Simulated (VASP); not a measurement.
# Ta (Fm-3m) in VASP: further runs, part 2 of 2

VASP 6.6.1.

**3. Single point, PBE**

This run uses another cell than the first one, of 21.66 Å³/atom.

The input, INCAR:

```
ALGO = Normal
EDIFF = 1E-7
ENCUT = 520
GGA = PE
ISIF = 2
ISMEAR = 0
LASPH = T
LCHARG = T
LELF = T
LREAL = F
LVHAR = T
LWAVE = F
NBANDS = 24
NELM = 100
PREC = Accurate
SIGMA = 0.1
```

The input, KPOINTS:

```
k-points
0
Gamma
  6 6 6
```

The input, POSCAR:

```
Ta
1.0
    0.0000000000      3.1908546500      3.1908546500
    3.1908546500      0.0000000000      3.1908546500
    3.1908546500      3.1908546500      0.0000000000
Ta
3
Direct
    0.2500000000      0.2500000000      0.2500000000
    0.7500000000      0.7500000000      0.7500000000
    0.5000000000      0.5000000000      0.5000000000
```

Potentials or basis: VASP PAW PBE potentials, release 64 (Ta_pv).

Command:

```console
$ cat potpaw_PBE.64/Ta_pv/POTCAR > POTCAR
$ mpirun -np 1 vasp_std > vasp.out
```

OUTCAR:

```text
EDIFF = 1E-7
   ENCUT = 520
   GGA = PE
   ISIF = 2
   ISMEAR = 0
   LASPH = T
   LREAL = F
   NELM = 100
   PREC = Accurate

 ion  position               nearest neighbor table
   1  0.250  0.250  0.250-   3 2.76   3 2.76   3 2.76   3 2.76   2 3.19   2 3.19   2 3.19   2 3.19
                             2 3.19   2 3.19
   2  0.750  0.750  0.750-   3 2.76   3 2.76   3 2.76   3 2.76   1 3.19   1 3.19   1 3.19   1 3.19
                             1 3.19   1 3.19
   3  0.500  0.500  0.500-   1 2.76   1 2.76   1 2.76   2 2.76   2 2.76   2 2.76   2 2.76   1 2.76

  LATTYP: Found a face centered cubic cell.
 ALAT       =     6.3817093000

  Lattice vectors:

 A1 = (   0.0000000000,   3.1908546500,   3.1908546500)
 A2 = (   3.1908546500,   0.0000000000,   3.1908546500)
 A3 = (   3.1908546500,   3.1908546500,   0.0000000000)

Analysis of symmetry for initial positions (statically):
=====================================================================
 Subroutine PRICEL returns:
 Original cell was already a primitive cell.

 Routine SETGRP: Setting up the symmetry group for a
 face centered cubic supercell.

 Subroutine GETGRP returns: Found 48 space group operations
[... 156 lines left out ...]

  energy without entropy =      -32.69825162  energy(sigma->0) =      -32.70862446

 E-fermi :   4.1570     XC(G=0): -11.4640

 val. band max:        4.1266724196   @ k =  -0.3333   0.3333   0.1667
 cond. band min:       4.1829614160   @ k =   0.5000   0.1667   0.0000
 fundamental gap:      0.0562889964
 Fermi energy:         4.1570313777

 k-point     1 :       0.0000    0.0000    0.0000
  band No.  band energies     occupation
      1     -30.1544      2.00000
      2     -30.1544      2.00000
      3     -30.1544      2.00000
      4     -30.0740      2.00000
      5     -30.0740      2.00000
      6     -30.0740      2.00000
[... 421 lines left out ...]
     23       8.2443      0.00000
     24       8.9288      0.00000

------------------------ aborting loop because EDIFF is reached ----------------------------------------

  FORCE on cell =-STRESS in cart. coord.  units (eV):
  Direction    XX          YY          ZZ          XY          YZ          ZX
  --------------------------------------------------------------------------------------
  -------------------------------------------------------------------------------------
  Total       -0.5227795     -0.5227795     -0.5227795     -0.0000000     -0.0000000      0.0000000
  in kB      -12.8907478    -12.8907478    -12.8907478     -0.0000000     -0.0000000      0.0000000
  external PRESSURE =     -12.8907478 kB  Pullay stress =       0.0000000 kB

 VOLUME and BASIS-vectors are now :
 -----------------------------------------------------------------------------
  energy-cutoff  :      520.00
  volume of cell :       64.98
      direct lattice vectors                 reciprocal lattice vectors
     0.000000000  3.190854650  3.190854650    -0.156697830  0.156697830  0.156697830
     3.190854650  0.000000000  3.190854650     0.156697830 -0.156697830  0.156697830
     3.190854650  3.190854650  0.000000000     0.156697830  0.156697830 -0.156697830

 POSITION                                       TOTAL-FORCE (eV/Angst)
 -----------------------------------------------------------------------------------
      1.59543      1.59543      1.59543         0.000000      0.000000      0.000000
      4.78628      4.78628      4.78628        -0.000000     -0.000000     -0.000000
      3.19085      3.19085      3.19085        -0.000000     -0.000000      0.000000
 -----------------------------------------------------------------------------------
    total drift:                                0.000000      0.000000      0.000000

  FREE ENERGIE OF THE ION-ELECTRON SYSTEM (eV)
  ---------------------------------------------------
  free  energy   TOTEN  =       -32.7189972931 eV

  energy  without entropy=      -32.6982516242  energy(sigma->0) =      -32.70862446
```

OSZICAR:

```text
N       E                     dE             d eps       ncg     rms          rms(c)
DAV:   1     0.288779248652E+03    0.28878E+03   -0.18395E+04   768   0.137E+03
DAV:   2    -0.247258976595E+02   -0.31351E+03   -0.30346E+03   880   0.401E+02
DAV:   3    -0.338985618215E+02   -0.91727E+01   -0.88239E+01  1008   0.631E+01
DAV:   4    -0.340474036686E+02   -0.14884E+00   -0.14833E+00   864   0.776E+00
DAV:   5    -0.340504472909E+02   -0.30436E-02   -0.30427E-02  1008   0.924E-01    0.204E+01
DAV:   6    -0.330685993340E+02    0.98185E+00   -0.47590E+00  1016   0.216E+01    0.111E+01
DAV:   7    -0.327938634624E+02    0.27474E+00   -0.12246E+00   960   0.785E+00    0.578E+00
DAV:   8    -0.327211665998E+02    0.72697E-01   -0.27897E-01   904   0.436E+00    0.450E-01
DAV:   9    -0.327198688630E+02    0.12977E-02   -0.30181E-02  1016   0.108E+00    0.271E-01
DAV:  10    -0.327189806108E+02    0.88825E-03   -0.46856E-03   960   0.602E-01    0.822E-02
DAV:  11    -0.327189982105E+02   -0.17600E-04   -0.22094E-04   936   0.135E-01    0.166E-02
DAV:  12    -0.327189972488E+02    0.96171E-06   -0.13373E-05   976   0.293E-02    0.333E-03
DAV:  13    -0.327189972931E+02   -0.44361E-07   -0.95664E-07  1096   0.710E-03
   1 F= -.32718997E+02 E0= -.32708624E+02  d E =-.207457E-01
```

stdout:

```text
POSCAR found type information on POSCAR Ta
 POSCAR found :  1 types and       3 ions
 scaLAPACK will be used
 LDA part: xc-table for (Slater+PW92), standard interpolation
 POSCAR, INCAR and KPOINTS ok, starting setup
 FFT: planning ... GRIDC
 FFT: planning ... GRID_SOFT
 FFT: planning ... GRID
 WAVECAR not read
 entering main loop
```

Wall time 34 s (1 thread of Intel Xeon 8259CL, shared host); peak memory 0.2 GiB.

Results:

| Property | Result |
| --- | --- |
| Free energy | -32.7190 eV |
| Pressure | -1.3 GPa |
| Band gap on the k mesh | zero (an odd number of electrons rules out a gap without spin polarisation) |

Levels at points of the mesh, in eV from the Fermi level:
```
           k point  band 14  band 15  band 16  band 17  band 18  band 19
(0.00, 0.00, 0.00)    -1.28    -1.28    -0.35    -0.35    -0.35     4.01
(0.50, 0.00, 0.00)    -1.62    -1.22    -1.22    -0.12    -0.12     1.03
(0.50, 0.50, 0.00)    -1.22    -1.04    -1.04     1.33     1.33     1.37
```

Caveat: spin-orbit coupling is left out, which moves the levels of the heavy elements.

**4. Relaxation of cell and atoms, PBE**

This run uses another cell than the first one, of 21.66 Å³/atom.

The input, INCAR:

```
PREC = Accurate ; ENCUT = 600
EDIFF = 1E-6 ; ISMEAR = 0
SIGMA = 0.1 ; LREAL = F
LASPH = T ; NELM = 80
ALGO = Normal ; ISIF = 3
LWAVE = F ; LCHARG = F
GGA = PE ; IBRION = 2
NSW = 90 ; EDIFFG = -0.04
```

The input, KPOINTS:

```
Automatic mesh
0
Gamma
  6 6 6
```

POSCAR is that of step 3.

Command:

```console
$ cat potpaw_PBE.64/Ta_pv/POTCAR > POTCAR
$ mpirun -np 1 vasp_std > vasp.out
```

Wall time 1.7 min (1 thread of Intel Xeon 8259CL, shared host); peak memory 0.22 GiB.

It converged, with:

- Free energy: -32.7222 eV
- Relaxed volume: 21.46 Å³/atom
- Relaxed cell: a = 4.499 Å, b = 4.499 Å, c = 4.499 Å, α = 60.00°, β = 60.00°, γ = 60.00°
- Space group after relaxing (to 0.1 Å): Fm-3m (No. 225)
- Energy gained by relaxing: 0.8 meV/atom
- Ionic steps: 3
- Pressure after relaxing: 0.0 GPa
- Band gap on the k mesh: zero (an odd number of electrons rules out a gap without spin polarisation)

Step by step:
| step | energy change (eV) | largest force (eV/Å) | pressure (GPa) | volume (Å³) |
| --- | --- | --- | --- | --- |
| 1 | 0.0000 | 0.0000 | -1.28 | 64.98 |
| 2 | 0.0052 | 0.0000 | 2.39 | 63.37 |
| 3 | -0.0024 | 0.0000 | -0.01 | 64.39 |

Final structure:
```xyz
3
Lattice="0.0000 3.1813 3.1813 3.1813 0.0000 3.1813 3.1813 3.1813 0.0000" Properties=species:S:1:pos:R:3 pbc="T T T"
Ta    1.5907    1.5907    1.5907
Ta    4.7720    4.7720    4.7720
Ta    3.1813    3.1813    3.1813
```

Levels at points of the mesh, in eV from the Fermi level:
```tsv
k point	band 12	band 13	band 14	band 15	band 16	band 17	band 18	band 19	band 20
(0.00, 0.00, 0.00)	-3.06	-1.30	-1.30	-1.30	-0.36	-0.36	-0.36	4.05	4.05
(0.50, 0.00, 0.00)	-1.79	-1.79	-1.64	-1.25	-1.25	-0.12	-0.12	1.04	1.21
(0.50, 0.50, 0.00)	-3.53	-2.26	-1.24	-1.06	-1.06	1.34	1.34	1.36	2.46
```

Caveat: spin-orbit coupling is left out, which moves the levels of the heavy elements.

**5. Single point, PBE**

The input, INCAR:

```
SYSTEM = Ta
ALGO = Fast ; EDIFF = 1E-6
ENCUT = 520 ; GGA = PE
ISIF = 2 ; ISMEAR = 0
LASPH = .True. ; LCHARG = .False.
LREAL = .False. ; LWAVE = .False.
NBANDS = 24 ; NELM = 60
PREC = Accurate ; SIGMA = 0.1
```

The input, KPOINTS:

```
k-points
0
Gamma
  12 12 12
  0 0 0
```

The input, POSCAR:

```
Ta
1.0
    0.0000000000      3.1797908993      3.1797908993
    3.1797908993      0.0000000000      3.1797908993
    3.1797908993      3.1797908993      0.0000000000
Ta
3
Direct
    0.2500000000      0.2500000000      0.2500000000
    0.7500000000      0.7500000000      0.7500000000
    0.5000000000      0.5000000000      0.5000000000
```

Command:

```console
$ cat potpaw_PBE.64/Ta_pv/POTCAR > POTCAR
$ mpirun -np 1 vasp_std > vasp.out
```

Run time: 4.3 min. Hardware: 1 thread of Intel Xeon 8259CL, shared host; peak memory 0.26 GiB.

The run converged. Its results:

* Free energy: -32.7416 eV
* Pressure: 0.1 GPa
* Band gap on the k mesh: zero (an odd number of electrons rules out a gap without spin polarisation)

Levels at points of the mesh, in eV from the Fermi level:
| k point | band 12 | band 13 | band 14 | band 15 | band 16 | band 17 | band 18 | band 19 | band 20 | band 21 |
| --- | --- | --- | --- | --- | --- | --- | --- | --- | --- | --- |
| (0.00, 0.00, 0.00) | -3.06 | -1.30 | -1.30 | -1.30 | -0.34 | -0.34 | -0.34 | 4.05 | 4.05 | 4.05 |
| (0.50, 0.00, 0.00) | -1.78 | -1.78 | -1.63 | -1.24 | -1.24 | -0.12 | -0.12 | 1.04 | 1.21 | 1.21 |
| (0.50, 0.50, 0.00) | -3.53 | -2.25 | -1.25 | -1.05 | -1.05 | 1.33 | 1.33 | 1.38 | 2.48 | 2.48 |

Caveat: spin-orbit coupling is left out, which moves the levels of the heavy elements.

**6. Relaxation of cell and atoms, PBE**

The input, INCAR:

```
SYSTEM = Ta
ALGO = Fast
EDIFF = 1E-7
EDIFFG = -0.01
ENCUT = 600
GGA = PE
IBRION = 2
ISIF = 3
ISMEAR = 0
LASPH = .True.
LCHARG = .False.
LREAL = .False.
LWAVE = .False.
NELM = 60
NSW = 100
PREC = Accurate
SIGMA = 0.1
```

KPOINTS is that of step 5.

The input, POSCAR:

```
Ta
1.0
    0.0000000000      3.1809362159      3.1809362159
    3.1809362159      0.0000000000      3.1809362159
    3.1809362159      3.1809362159      0.0000000000
Ta
3
Direct
    0.2500000000      0.2500000000      0.2500000000
    0.7500000000      0.7500000000      0.7500000000
    0.5000000000      0.5000000000      0.5000000000
```

Potentials or basis: VASP PAW PBE potentials, release 64 (Ta_pv).

Command:

```console
$ cat potpaw_PBE.64/Ta_pv/POTCAR > POTCAR
$ mpirun -np 1 vasp_std > vasp.out
```

Wall time 4.2 min (1 thread of Intel Xeon 8259CL, shared host); peak memory 0.26 GiB.

Results (log left out):

```yaml
Free_energy: -32.7425 eV
Pressure_after_relaxing: -0.1 GPa
Band_gap_on_the_k_mesh: zero (an odd number of electrons rules out a gap without spin polarisation)
```

Final structure:
```xyz
3
Lattice="0.0000 3.1809 3.1809 3.1809 0.0000 3.1809 3.1809 3.1809 0.0000" Properties=species:S:1:pos:R:3 pbc="T T T"
Ta    1.5905    1.5905    1.5905
Ta    4.7714    4.7714    4.7714
Ta    3.1809    3.1809    3.1809
```

Levels at points of the mesh, in eV from the Fermi level:
```tsv
k point	band 14	band 15	band 16	band 17	band 18	band 19
(0.00, 0.00, 0.00)	-1.30	-1.30	-0.34	-0.34	-0.34	4.04
(0.50, 0.00, 0.00)	-1.63	-1.24	-1.24	-0.12	-0.12	1.04
(0.50, 0.50, 0.00)	-1.25	-1.05	-1.05	1.33	1.35	1.39
```

Caveat: the relaxation stopped at its first step, so nothing moved; spin-orbit coupling is left out, which moves the levels of the heavy elements.

**7. The runs side by side**

```csv
task,cell,k mesh,cutoff (eV),gap on the mesh (eV),pressure (GPa)
single point,"a = 4.499 Å, angles 60.0°, 3 atoms",6 × 6 × 6,520,none,0.0
single point,"a = 4.513 Å, angles 60.0°, 3 atoms",6 × 6 × 6,520,none,-1.3
relaxation of cell and atoms,"relaxed from a = 4.513 Å, angles 60.0°, 3 atoms",6 × 6 × 6,600,none,0.0
single point,"a = 4.497 Å, angles 60.0°, 3 atoms",12 × 12 × 12,520,none,0.1
relaxation of cell and atoms,"relaxed from a = 4.499 Å, angles 60.0°, 3 atoms",12 × 12 × 12,600,none,-0.1
```

Alike in all rows: level PBE; potentials or basis VASP PAW PBE potentials, release 64 (Ta_pv); no spin polarisation; smearing gaussian 0.1 eV.

Caveats: spin-orbit coupling is left out, which moves the levels of the heavy elements; the relaxation stopped at its first step, so nothing moved (at least some runs).

Total energies depend on the potentials used, so only differences within one code and one set of settings carry meaning.

The gap in the log of VASP goes by the Fermi energy; the results here count the filled bands.